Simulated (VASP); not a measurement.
# HfB2 (P6/mmm) in VASP: notebook, part 2 of 2

VASP 6.6.1. The steps go on from the part before.

## 3. Single point, pbe exchange, lyp correlation

This run uses another cell than the first one, of 10.43 Å³/atom.

Input file INCAR:

```
SYSTEM = HfB2
ALGO = Normal
EDIFF = 1E-6
ENCUT = 500
GGA = LIBXC
GGA_COMPAT = .False.
ISIF = 2
ISMEAR = -1
LASPH = .True.
LCHARG = .False.
LIBXC1 = GGA_X_PBE
LIBXC2 = GGA_C_LYP
LREAL = .False.
LWAVE = .False.
NBANDS = 15
NELM = 120
PREC = Accurate
SIGMA = 0.2
```

Input file KPOINTS:

```
k-points
0
Gamma
  11 11 8
  0 0 0
```

Input file POSCAR:

```
HfB2
1.0
    3.1948582252      0.0000000000      0.0000000000
   -1.5974291126      2.7668286207      0.0000000000
    0.0000000000      0.0000000000      3.5407982878
Hf B
1 2
Direct
    0.0000000000      0.0000000000      0.0000000000
    0.3333333333      0.6666666667      0.5000000000
    0.6666666667      0.3333333333      0.5000000000
```

Potentials or basis: VASP PAW PBE potentials, release 64 (Hf_pv, B).

Started as:

```console
$ cat potpaw_PBE.64/Hf_pv/POTCAR potpaw_PBE.64/B/POTCAR > POTCAR
$ mpirun -np 1 vasp_std > vasp.out
```

OUTCAR:

```text
SYSTEM = HfB2
   EDIFF = 1E-6
   ENCUT = 500
   GGA = LIBXC
   ISIF = 2
   ISMEAR = -1
   LASPH = .True.
   LREAL = .False.
   NELM = 120
   PREC = Accurate

 ion  position               nearest neighbor table
   1  0.000  0.000  0.000-   2 2.56   3 2.56   2 2.56   3 2.56   3 2.56   3 2.56   2 2.56   2 2.56
                             3 2.56   3 2.56   2 2.56   2 2.56
   2  0.333  0.667  0.500-   3 1.84   3 1.84   3 1.84   1 2.56   1 2.56   1 2.56   1 2.56   1 2.56
                             1 2.56
   3  0.667  0.333  0.500-   2 1.84   2 1.84   2 1.84   1 2.56   1 2.56   1 2.56   1 2.56   1 2.56
                             1 2.56

  LATTYP: Found a hexagonal cell.
 ALAT       =     3.1948582252
 C/A-ratio  =     1.1082802548

  Lattice vectors:

 A1 = (   3.1948582252,   0.0000000000,   0.0000000000)
 A2 = (  -1.5974291126,   2.7668286207,   0.0000000000)
 A3 = (   0.0000000000,   0.0000000000,   3.5407982878)

Analysis of symmetry for initial positions (statically):
=====================================================================
 Subroutine PRICEL returns:
 Original cell was already a primitive cell.

 Routine SETGRP: Setting up the symmetry group for a
 hexagonal supercell.

 Subroutine GETGRP returns: Found 24 space group operations
 (whereof 24 operations were pure point group operations)
 out of a pool of 24 trial point group operations.

The static configuration has the point symmetry D_6h.

Analysis of symmetry for dynamics (positions and initial velocities):
=====================================================================
 Subroutine PRICEL returns:
 Original cell was already a primitive cell.

 Routine SETGRP: Setting up the symmetry group for a
 hexagonal supercell.

 Subroutine GETGRP returns: Found 24 space group operations
 (whereof 24 operations were pure point group operations)
 out of a pool of 24 trial point group operations.

The dynamic configuration has the point symmetry D_6h.

 Subroutine INISYM returns: Found 24 space group operations
 (whereof 24 operations are pure point group operations),
 and found     1 'primitive' translations
[... 128 lines left out ...]
 non-spin polarized calculation
  energy-cutoff  :      500.00
  volume of cell :       31.30
 maximum number of plane-waves:       816
 NGX is ok and might be reduce to    24
   NGX = 11   NGY = 11   NGZ = 13

 number of electron      16.0000002 magnetization

 Free energy of the ion-electron system (eV)
  ---------------------------------------------------
  ext. energy  EPLUGINS =         0.00000000
  ---------------------------------------------------
  free energy    TOTEN  =       -23.66067268 eV

  energy without entropy =      -23.62020676  energy(sigma->0) =      -23.64043972

 E-fermi :   7.7267     XC(G=0): -11.7044

 val. band max:        7.5700363853   @ k =   0.0909   0.0909   0.2500
 cond. band min:       7.7272167714   @ k =   0.2727   0.1818   0.0000
 fundamental gap:      0.1571803862
 Fermi energy:         7.7267443803

 k-point     1 :       0.0000    0.0000    0.0000
  band No.  band energies     occupation
      1     -23.1881      2.00000
      2     -22.7602      2.00000
      3     -22.7602      2.00000
      4      -5.5747      2.00000
      5       4.9335      2.00000
      6       4.9335      2.00000
      7       4.9902      2.00000
      8       4.9983      2.00000
      9      11.4423      0.00000
     10      11.4423      0.00000
     11      11.9981      0.00000
     12      11.9981      0.00000
     13      12.3913      0.00000
     14      12.6271      0.00000
[... 401 lines left out ...]
      2     -23.0462      2.00000
      3     -22.8373      2.00000
      4      -4.2894      2.00000
      5       2.6015      2.00000
      6       3.6672      2.00000
      7       4.3707      2.00000
      8       6.5292      1.99499
      9       8.5524      0.03171
     10      10.9611      0.00000
     11      11.6809      0.00000
     12      12.4042      0.00000
     13      13.6075      0.00000
     14      14.2865      0.00000
     15      15.6631      0.00000

 [... further k-points ...]

------------------------ aborting loop because EDIFF is reached ----------------------------------------

  FORCE on cell =-STRESS in cart. coord.  units (eV):
  Direction    XX          YY          ZZ          XY          YZ          ZX
  --------------------------------------------------------------------------------------
  -------------------------------------------------------------------------------------
  Total       -1.3908848     -1.3908850     -0.3479278      0.0000000      0.0000000      0.0000000
  in kB      -71.1978196    -71.1978317    -17.8100315      0.0000000      0.0000000      0.0000000
  external PRESSURE =     -53.4018943 kB  Pullay stress =       0.0000000 kB

 VOLUME and BASIS-vectors are now :
 -----------------------------------------------------------------------------
  energy-cutoff  :      500.00
  volume of cell :       31.30
      direct lattice vectors                 reciprocal lattice vectors
     3.194858225  0.000000000  0.000000000     0.313002935  0.180712313  0.000000000
    -1.597429113  2.766828621  0.000000000     0.000000000  0.361424626  0.000000000
     0.000000000  0.000000000  3.540798288     0.000000000  0.000000000  0.282422188

 POSITION                                       TOTAL-FORCE (eV/Angst)
 -----------------------------------------------------------------------------------
      0.00000      0.00000      0.00000         0.000000      0.000000      0.000000
     -0.00000      1.84455      1.77040         0.000000      0.000000      0.000000
      1.59743      0.92228      1.77040        -0.000000     -0.000000     -0.000000
 -----------------------------------------------------------------------------------
    total drift:                               -0.000000      0.000000      0.000000

  FREE ENERGIE OF THE ION-ELECTRON SYSTEM (eV)
  ---------------------------------------------------
  free  energy   TOTEN  =       -23.6606726822 eV

  energy  without entropy=      -23.6202067552  energy(sigma->0) =      -23.64043972
```

Run time: 11 s. Hardware: 1 thread of Intel Xeon 6975P-C (Granite Rapids), shared host; peak memory 0.17 GiB.

Results:

| Property | Result |
| --- | --- |
| Free energy | -23.6607 eV |
| Pressure | -5.3 GPa |
| Band gap on the k mesh | zero (bands 8 and 9 overlap by 1.03 eV) |

Caveat: the cell stands under tension; the PAW data sets were made with another functional, which shifts forces and pressure a little; spin-orbit coupling is left out, which moves the levels of the heavy elements.

## 4. Single point, pbe exchange, lyp correlation

This run uses another cell than the first one, of 10.70 Å³/atom.

Input file INCAR:

```
PREC = Accurate
ENCUT = 500
EDIFF = 1E-6
ISMEAR = -1
SIGMA = 0.2
LREAL = F
LASPH = T
NELM = 120
ALGO = Normal
ISIF = 2
LWAVE = F
LCHARG = F
GGA = LIBXC
LIBXC1 = GGA_X_PBE
LIBXC2 = GGA_C_LYP
NBANDS = 15
GGA_COMPAT = F
```

Input file KPOINTS:

```
Automatic mesh
0
Gamma
  11 11 8
```

Input file POSCAR:

```
HfB2
1.0
    3.2215946835      0.0000000000      0.0000000000
   -1.6107973418      2.7899830748      0.0000000000
    0.0000000000      0.0000000000      3.5704297767
Hf B
1 2
Direct
    0.0000000000      0.0000000000      0.0000000000
    0.3333333333      0.6666666667      0.5000000000
    0.6666666667      0.3333333333      0.5000000000
```

Potentials or basis: VASP PAW PBE potentials, release 64 (Hf_pv, B).

Started as:

```console
$ cat potpaw_PBE.64/Hf_pv/POTCAR potpaw_PBE.64/B/POTCAR > POTCAR
$ mpirun -np 1 vasp_std > vasp.out
```

OUTCAR:

```text
PREC = Accurate
   ENCUT = 500
   EDIFF = 1E-6
   ISMEAR = -1
   LREAL = F
   LASPH = T
   NELM = 120
   ISIF = 2
   GGA = LIBXC

 ion  position               nearest neighbor table
   1  0.000  0.000  0.000-   2 2.58   3 2.58   2 2.58   3 2.58   3 2.58   3 2.58   2 2.58   2 2.58
                             3 2.58   3 2.58   2 2.58   2 2.58
   2  0.333  0.667  0.500-   3 1.86   3 1.86   3 1.86   1 2.58   1 2.58   1 2.58   1 2.58   1 2.58
                             1 2.58
   3  0.667  0.333  0.500-   2 1.86   2 1.86   2 1.86   1 2.58   1 2.58   1 2.58   1 2.58   1 2.58
[... 632 lines left out ...]
  Direction    XX          YY          ZZ          XY          YZ          ZX
  --------------------------------------------------------------------------------------
  -------------------------------------------------------------------------------------
  Total       -2.4923779     -2.4923784     -1.3230502      0.0000000     -0.0000000      0.0000000
  in kB     -124.4318383   -124.4318595    -66.0532134      0.0000000     -0.0000000      0.0000000
  external PRESSURE =    -104.9723037 kB  Pullay stress =       0.0000000 kB

 VOLUME and BASIS-vectors are now :
 -----------------------------------------------------------------------------
  energy-cutoff  :      500.00
  volume of cell :       32.09
      direct lattice vectors                 reciprocal lattice vectors
     3.221594683  0.000000000  0.000000000     0.310405280  0.179212557  0.000000000
    -1.610797342  2.789983075  0.000000000     0.000000000  0.358425113  0.000000000
     0.000000000  0.000000000  3.570429777     0.000000000  0.000000000  0.280078327

 POSITION                                       TOTAL-FORCE (eV/Angst)
 -----------------------------------------------------------------------------------
      0.00000      0.00000      0.00000         0.000000      0.000000      0.000000
     -0.00000      1.85999      1.78521        -0.000000      0.000000      0.000000
      1.61080      0.92999      1.78521         0.000000     -0.000000      0.000000
 -----------------------------------------------------------------------------------
    total drift:                               -0.000000      0.000000      0.000000

  FREE ENERGIE OF THE ION-ELECTRON SYSTEM (eV)
  ---------------------------------------------------
  free  energy   TOTEN  =       -23.6214363714 eV

  energy  without entropy=      -23.5793187240  energy(sigma->0) =      -23.60037755
```

stdout:

```text
POSCAR found type information on POSCAR HfB
 POSCAR found :  2 types and       3 ions
 scaLAPACK will be used
 -----------------------------------------------------------------------------
|                                                                             |
|                                                                             |
|     You enforced a specific xc type in the INCAR file but a different       |
|     I HOPE YOU KNOW WHAT YOU ARE DOING!                                     |
|                                                                             |
 -----------------------------------------------------------------------------

 LDA part: xc-table for (None,None), standard interpolation
 POSCAR, INCAR and KPOINTS ok, starting setup
 FFT: planning ... GRIDC
 FFT: planning ... GRID_SOFT
 FFT: planning ... GRID
 WAVECAR not read
 entering main loop
```

Wall time 11 s (1 thread of Intel Xeon 6975P-C (Granite Rapids), shared host); peak memory 0.17 GiB.

Results:

| Item | Value |
| --- | --- |
| Free energy | -23.6214 eV |
| Pressure | -10.5 GPa |
| Band gap on the k mesh | zero (bands 8 and 9 overlap by 1.00 eV) |

Caveat: the cell stands under tension; the PAW data sets were made with another functional, which shifts forces and pressure a little; spin-orbit coupling is left out, which moves the levels of the heavy elements.

## 5. Summary

| cell | gap on the mesh (eV) | pressure (GPa) |
| --- | --- | --- |
| a = 3.168, b = 3.168, c = 3.511 Å, angles 90.0, 90.0, 120.0°, 3 atoms | none | 0.5 |
| a = 3.195, b = 3.195, c = 3.541 Å, angles 90.0, 90.0, 120.0°, 3 atoms | none | -5.3 |
| a = 3.222, b = 3.222, c = 3.570 Å, angles 90.0, 90.0, 120.0°, 3 atoms | none | -10.5 |

Alike in all rows: task single point; level pbe exchange, lyp correlation; potentials or basis VASP PAW PBE potentials, release 64 (Hf_pv, B); no spin polarisation; k mesh 11 × 11 × 8; cutoff (eV) 500; smearing fermi-dirac 0.2 eV.

Caveats: the PAW data sets were made with another functional, which shifts forces and pressure a little; spin-orbit coupling is left out, which moves the levels of the heavy elements; the cell stands under tension (at least some runs).

Absolute energies hang on the potentials; compare differences alone.
